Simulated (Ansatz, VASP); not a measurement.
Bi in VASP and in Ansatz

The input POSCAR:

```
Bi
1.0
    4.5972602700      0.0000000000      0.0000000000
   -2.2986301300      3.9813420600      0.0000000000
    0.0000000000      0.0000000000      5.2691959100
Bi
2
Direct
    0.3333300000      0.6666700000      0.2500000000
    0.6666600000      0.3333300000      0.7500000000
```

File INCAR.step1:

```
  PREC = Accurate
  ENCUT = 520
  ISMEAR = -1
  SIGMA = 0.1
  LREAL = False
  LASPH = True
  NELM = 80
  NBANDS = 22
  GGA = PE
  ALGO = Normal
  EDIFF = 1E-4
  LWAVE = True
  LCHARG = False
```

Contents of INCAR.step2:

```
  PREC = Accurate
  ENCUT = 520
  EDIFF = 1E-6
  ISMEAR = -1
  SIGMA = 0.1
  LREAL = False
  LASPH = True
  NELM = 80
  ALGO = Normal
  ISIF = 2
  LWAVE = False
  LCHARG = False
  METAGGA = R2SCAN
  LMIXTAU = True
  NBANDS = 22
  ISTART = 1
```

The input KPOINTS:

```
Automatic mesh
0
Gamma
  9 9 7
```

Input for Ansatz:

```yaml
crystal:
  lattice:
    - [4.59726027, 0.0, 0.0]
    - [-2.29863013, 3.98134206, 0.0]
    - [0.0, 0.0, 5.26919591]
  atoms:
    - { symbol: Bi, position: [0.33333, 0.66667, 0.25] }
    - { symbol: Bi, position: [0.66666, 0.33333, 0.75] }
  symmetry: { tolerance: 0.0003 }
kpoints:
  mp_grid: { grid: [9, 9, 7], shift: [0, 0, 0] }
  band_path:
    path:
      - [0.0, 0.0, 0.0]
      - [0.5, 0.0, 0.0]
      - [0.33333333, 0.33333333, 0.0]
      - [0.0, 0.0, 0.0]
      - [0.0, 0.0, 0.5]
      - [0.5, 0.0, 0.5]
      - [0.33333333, 0.33333333, 0.5]
      - [0.0, 0.0, 0.5]
      - [0.5, 0.0, 0.5]
      - [0.5, 0.0, 0.0]
      - [0.33333333, 0.33333333, 0.5]
    npoints: 6
magnetization:
  spin_polarized: false
scf:
  occupations: { method: fermi_dirac }
  lower_state_search: "off"
  max_iter: 200
hamiltonian:
  pseudopotentials: { kind: paw }
  xc: r2scan
basis:
  ecutwfc: 500
  fft_grid_basis: typed
output:
  forces: true
  stress: true
  eigenvalues: true
  bader: true
  populations: true
  elf: true
  write_potential: true
  volumetric_format: npy
  dos:
    e_range: [-12, 8]
    de: 0.05
    projected: { site_lists: { Bi: [Bi] } }
checkpoint:
  read: saved_state
```

Alike in both runs: task single point; functional r2SCAN; k mesh 9 × 9 × 7; no spin polarisation.

|  | VASP | Ansatz |
| --- | --- | --- |
| version | VASP 6.6.1 | Ansatz 0.2.0 |
| potentials or method | VASP PAW PBE potentials, release 64 (Bi_d), cutoff 520 eV | PAW plane waves |
| occupations | fermi-dirac, width 0.1 eV | fermi-dirac |
| valence electrons in the cell | 30 | 30 |

```csv
,VASP,Ansatz,Ansatz less VASP
pressure (GPa),-8.0,-7.9,+0.05
"traceless stress, the component that is largest in VASP (GPa)",-3.55,-3.56,-0.010
```

VASP's potentials were made for PBE, not for r2SCAN. Ansatz's warnings: structure snapped to symmetry.

Spin-orbit coupling is off throughout.
